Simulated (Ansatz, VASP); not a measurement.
# Two plane-wave programs on Ir

```xyz
1
Lattice="0.0000 1.9361 1.9361 1.9361 0.0000 1.9361 1.9361 1.9361 0.0000" Properties=species:S:1:pos:R:3 pbc="T T T"
Ir    0.0000    0.0000    0.0000
```

Alike in both runs: task single point; functional PBE; k mesh 4 × 4 × 4; occupations fermi-dirac, width 0.1 eV; no spin polarisation.

|  | VASP | Ansatz |
| --- | --- | --- |
| version | VASP 6.6.1 | Ansatz 0.2.0 |
| potentials or method | VASP PAW PBE potentials, release 64 (Ir), cutoff 520 eV | plane waves (420 eV) with PAW, scalar-relativistic |
| valence electrons in the cell | 9 | 17 |

|  | VASP | Ansatz | Ansatz less VASP |
| --- | --- | --- | --- |
| pressure (GPa) | -9.1 | -9.7 | -0.58 |

The functional is the same, so the differences come from potentials, cutoffs and numerics. VASP's potentials hold 9 valence electrons a cell and Ansatz's 17, so a difference there can come from the potentials and not from the codes.

The k mesh is coarse, so the values compare programs but aren't converged. Spin-orbit coupling is off throughout.
